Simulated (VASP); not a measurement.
Crystal: Se.

```
CELL_PARAMETERS angstrom
4.50482 0.00000 0.00000
-2.25241 3.90129 0.00000
0.00000 0.00000 4.97880
ATOMIC_POSITIONS crystal
Se 0.21789 0.00000 0.33333
Se 0.00000 0.21789 0.66667
Se 0.78211 0.78211 0.00000
```

```yaml
Program: VASP 6.6.1
Task: relaxation of cell and atoms
Functional: LDA
Potentials_or_basis: VASP PAW LDA potentials, release 64 (Se)
Cutoff: 600 eV
k_mesh: 9 × 9 × 6
Occupations: gaussian, width 0.02 eV
Spin: no spin polarisation
```

At the start: pressure -2.0 GPa; volume 29.17 Å³/atom.

Question: Where does the relaxation end?

Answer: Over 29 steps the energy falls by 79.8 meV/atom and the volume is 23.04 Å³/atom (-21.0 %); space group P3_121 (No. 152, to 0.1 Å) before and after.

The path:
```tsv
step	energy change (eV)	largest force (eV/Å)	pressure (GPa)	volume (Å³)
1	0.0000	0.1221	-2.03	87.50
2	-0.0351	0.6088	0.33	82.91
3	-0.0354	0.6569	0.58	82.49
4	-0.0620	0.6160	0.61	80.96
5	-0.1297	0.5314	1.09	76.46
6	-0.1737	0.4684	4.22	67.86
7	-0.2151	0.1507	2.33	67.92
8	-0.2275	0.1797	0.08	67.97
9	-0.2288	0.1211	0.51	67.96
10	-0.2288	0.1121	0.57	67.96
11	-0.2317	0.1045	0.38	68.25
12	-0.2372	0.0814	-0.18	69.12
13	-0.2339	0.0284	-1.13	70.87
14	-0.2382	0.0647	-0.50	69.68
15	-0.2392	0.0121	-0.01	69.41
16	-0.2392	0.0105	0.00	69.41
17	-0.2392	0.0090	-0.01	69.42
18	-0.2393	0.0080	-0.04	69.40
19	-0.2394	0.0047	-0.08	69.35
20	-0.2394	0.0035	-0.10	69.32
21	-0.2395	0.0105	-0.02	69.21
22	-0.2395	0.0126	0.01	69.18
23	-0.2395	0.0121	0.03	69.18
24	-0.2395	0.0114	0.00	69.20
25	-0.2395	0.0117	-0.01	69.19
26	-0.2395	0.0120	-0.01	69.19
27	-0.2395	0.0097	-0.01	69.17
28	-0.2395	0.0027	0.01	69.12
29	-0.2395	0.0012	-0.01	69.11
```

Final structure:
```xyz
3
Lattice="3.9458 0.0000 0.0000 -1.9729 3.4172 0.0000 0.0000 0.0000 5.1257" Properties=species:S:1:pos:R:3 pbc="T T T"
Se    1.0109    0.0000    1.7086
Se   -0.5055    0.8755    3.4171
Se    1.4675    2.5417    5.1257
```

Caveat: the volume moved by over 15 % at a fixed basis, so the end points are rough.
